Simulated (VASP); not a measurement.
**WS2: relaxation of cell and atoms with PBE**

WS2:

```
CELL_PARAMETERS angstrom
4.15842 0.00000 0.00000
0.00000 4.15842 0.00000
0.00000 0.00000 6.34492
ATOMIC_POSITIONS crystal
W 0.00000 0.50000 0.70000
W 0.50000 0.00000 0.30000
S 0.00000 0.00000 0.00000
S 0.50000 0.50000 0.00000
S 0.00000 0.50000 0.27000
S 0.50000 0.00000 0.73000
```

```
Program                : VASP 6.6.1
Task                   : relaxation of cell and atoms
Functional             : PBE
Potentials or basis    : VASP PAW PBE potentials, release 64 (W_sv, S)
Cutoff                 : 600 eV
k mesh                 : 4 × 4 × 4
Occupations            : gaussian, width 0.1 eV
Spin                   : no spin polarisation
Dipole correction      : no
Further INCAR settings : ALGO = Normal; EDIFF = 1e-06; IBRION = 2; EDIFFG = -0.04; NSW = 90; ISIF = 3
```

The relaxed volume is 16.33 Å³/atom. The relaxed cell is a = 3.942 Å, b = 3.942 Å, c = 6.306 Å, α = 90.00°, β = 90.00°, γ = 90.00° and the space group after relaxing (to 0.05 Å) is P4/nmm (No. 129). The energy gained by relaxing is 952.4 meV/atom and the ionic steps are 29. The pressure after relaxing is 0.3 GPa and the largest force after relaxing is 0.029 eV/Å. The band gap on the k mesh is zero (band 26 reaches 9.33 eV, above the bottom of band 27 at 8.56 eV).

Forces in eV/Å, atoms in the order of the input:
```
W    0.000  0.000 -0.023
W    0.000  0.000  0.023
S    0.000  0.000  0.000
S    0.000  0.000  0.000
S    0.000  0.000  0.029
S    0.000  0.000 -0.029
```

Stress tensor (GPa, compression positive):
```
0.34 0.00 0.00
0.00 0.34 0.00
0.00 0.00 0.08
```

The path:
| step | energy change (eV) | largest force (eV/Å) | pressure (GPa) | volume (Å³) |
| --- | --- | --- | --- | --- |
| 1 | 0.0000 | 3.9837 | -17.21 | 109.72 |
| 2 | -1.7716 | 2.1109 | 29.61 | 81.17 |
| 3 | -2.3172 | 3.1754 | 6.98 | 88.97 |
| 4 | -2.3205 | 3.0629 | 8.58 | 88.24 |
| 5 | -3.5485 | 3.1190 | 8.94 | 91.20 |
| 6 | -4.0183 | 5.1611 | 12.53 | 94.66 |
| 7 | -4.4868 | 4.2345 | 8.58 | 97.09 |
| 8 | -5.2259 | 1.4416 | -0.50 | 104.58 |
| 9 | -5.2513 | 0.8497 | -1.95 | 106.28 |
| 10 | -5.2513 | 0.7678 | -2.13 | 106.52 |
| 11 | -5.2803 | 0.6951 | -1.74 | 105.69 |
| 12 | -5.3604 | 0.6051 | -0.20 | 103.20 |
| 13 | -5.4363 | 0.4473 | 4.56 | 98.33 |
| 14 | -5.4602 | 0.5713 | 4.59 | 97.99 |
| 15 | -5.5096 | 0.8900 | 4.88 | 96.97 |
| 16 | -5.4863 | 1.4525 | 6.58 | 94.88 |
| 17 | -5.5222 | 1.1158 | 5.36 | 96.20 |
| 18 | -5.5756 | 0.9182 | 3.55 | 96.97 |
| 19 | -5.6507 | 0.6213 | -1.35 | 99.32 |
| 20 | -5.6513 | 0.6332 | -1.82 | 99.55 |
| 21 | -5.6679 | 0.5496 | -1.47 | 99.23 |
| 22 | -5.7003 | 0.2846 | -0.36 | 98.26 |
| 23 | -5.6731 | 0.7071 | 2.14 | 96.31 |
| 24 | -5.7060 | 0.2293 | 0.32 | 97.69 |
| 25 | -5.7091 | 0.1784 | 0.18 | 97.81 |
| 26 | -5.7133 | 0.1047 | -0.21 | 98.17 |
| 27 | -5.7133 | 0.1039 | -0.23 | 98.20 |
| 28 | -5.7143 | 0.0434 | 0.17 | 98.04 |
| 29 | -5.7143 | 0.0288 | 0.25 | 98.00 |

Final structure:
```xyz
6
Lattice="3.9423 0.0000 0.0000 0.0000 3.9423 0.0000 0.0000 0.0000 6.3059" Properties=species:S:1:pos:R:3 pbc="T T T"
W     0.0000    1.9711    4.8880
W     1.9711    0.0000    1.4179
S     0.0000    0.0000    0.0000
S     1.9711    1.9711    0.0000
S     0.0000    1.9711    2.4265
S     1.9711    0.0000    3.8794
```

Levels at points of the mesh, in eV from the Fermi level:
```
           k point  band 23  band 24  band 25  band 26  band 27  band 28  band 29  band 30
(0.00, 0.00, 0.00)    -1.52    -1.52    -1.50    -0.42    -0.39    -0.26    -0.16     2.03
(0.50, 0.00, 0.00)    -2.87    -2.87    -0.32    -0.32     0.40     0.40     1.16     1.16
(0.50, 0.50, 0.00)    -2.25    -2.25    -0.52    -0.52     0.92     0.92     1.59     1.59
(0.00, 0.00, 0.50)    -1.50    -1.50    -1.37    -0.79    -0.62     0.24     1.69     2.04
(0.50, 0.00, 0.50)    -2.79    -2.79    -0.42    -0.42     0.02     0.02     1.72     1.72
(0.50, 0.50, 0.50)    -2.35    -2.35    -0.15    -0.15     0.33     0.33     1.23     1.23
```

Run time: 20 min on 1 thread of Intel Xeon 6975P-C, with other jobs on the host, peak memory 0.31 GiB.

Caveat: the k points lie up to 0.40 Å⁻¹ apart in the final cell; spin-orbit coupling is left out, which moves the levels of the heavy elements.
